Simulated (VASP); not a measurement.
A run of VASP 6.6.1 is set up as follows.

INCAR

```
SYSTEM = PbS
ALGO = Normal
EDIFF = 1E-6
ENCUT = 500
GGA = PE
GGA_COMPAT = .False.
ISIF = 2
ISMEAR = 0
ISYM = 0
LASPH = .True.
LCHARG = .False.
LREAL = .False.
LWAVE = .False.
NBANDS = 17
NELM = 120
PREC = Accurate
SIGMA = 0.1
```

The input KPOINTS:

```
Automatic mesh
0
Gamma
  2 5 4
  0.5 0.5 0
```

POSCAR

```
PbS
1.0
    2.1126617058      1.2197458045      3.4519162518
   -2.1126617058      1.2197458045      3.4519162518
    0.0000000000     -2.4394916091      3.4519162518
Pb S
1 1
Direct
    0.9805657800      0.9805657800      0.9805657800
    0.4750355500      0.4750355500      0.4750355500
```

Potentials or basis: VASP PAW PBE potentials, release 64 (Pb_d, S).

Run with:

```bash
$ cat potpaw_PBE.64/Pb_d/POTCAR potpaw_PBE.64/S/POTCAR > POTCAR
$ mpirun -np 1 vasp_std > vasp.out
```

Q: Estimate the largest force.

A: 0.035 eV/Å.

Q: Estimate the band gap on the k mesh.

A: 2.16 eV (least direct gap 2.24 eV).

Q: Predict the pressure.

A: 0.4 GPa.

Forces on the atoms (eV/Å):
```
Pb  -0.004  0.002 -0.035
S    0.004 -0.002  0.035
```

Caveat: the k points lie up to 0.75 Å⁻¹ apart; spin-orbit coupling is left out, which moves the levels of the heavy elements; a shifted mesh leaves out Γ, where band edges can lie. A k mesh can miss the band edges.
